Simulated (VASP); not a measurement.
A run of VASP 6.6.1:

INCAR

```
PREC     = Accurate       # precision mode
ENCUT    = 600            # plane-wave cutoff, eV
EDIFF    = 1E-6           # SCF threshold, eV
ISMEAR   = 1              # smearing method
SIGMA    = 0.2            # smearing width, eV
LREAL    = False          # projectors in reciprocal space
LASPH    = True           # aspherical terms in the spheres
NELM     = 100            # most SCF steps
ALGO     = Normal         # electronic algorithm
ISIF     = 3              # what is computed and relaxed
LWAVE    = False          # write WAVECAR
LCHARG   = False          # write CHGCAR
GGA      = PS             # functional
IBRION   = 2              # ionic algorithm
NSW      = 100            # ionic steps
EDIFFG   = -0.002         # ionic threshold
```

KPOINTS

```
Automatic mesh
0
Gamma
  8 8 8
```

File POSCAR:

```
PbAu2
1.0
    0.0000000000      3.9635000000      3.9635000000
    3.9635000000      0.0000000000      3.9635000000
    3.9635000000      3.9635000000      0.0000000000
Pb Au
2 4
Direct
    0.0000000000      0.0000000000      0.0000000000
    0.2500000000      0.2500000000      0.2500000000
    0.6250000000      0.6250000000      0.6250000000
    0.1250000000      0.6250000000      0.6250000000
    0.6250000000      0.6250000000      0.1250000000
    0.6250000000      0.1250000000      0.6250000000
```

Potentials or basis: VASP PAW PBE potentials, release 64 (Pb_d, Au).

The run is started by

```sh
$ cat potpaw_PBE.64/Pb_d/POTCAR potpaw_PBE.64/Au/POTCAR > POTCAR
$ mpirun -np 1 vasp_std > vasp.out
```

Hardware: 1 thread of Intel(R) Xeon(R) Platinum 8259CL CPU @ 2.50GHz (Skylake/Cascade Lake), on a shared host.

Estimate the wall time of this run.

Run time: 8.3 min on 1 thread of Intel(R) Xeon(R) Platinum 8259CL CPU @ 2.50GHz (Skylake/Cascade Lake), with other jobs on the host, peak memory 0.42 GiB. Counts: scf iterations 28, k points 29, ion steps 3.
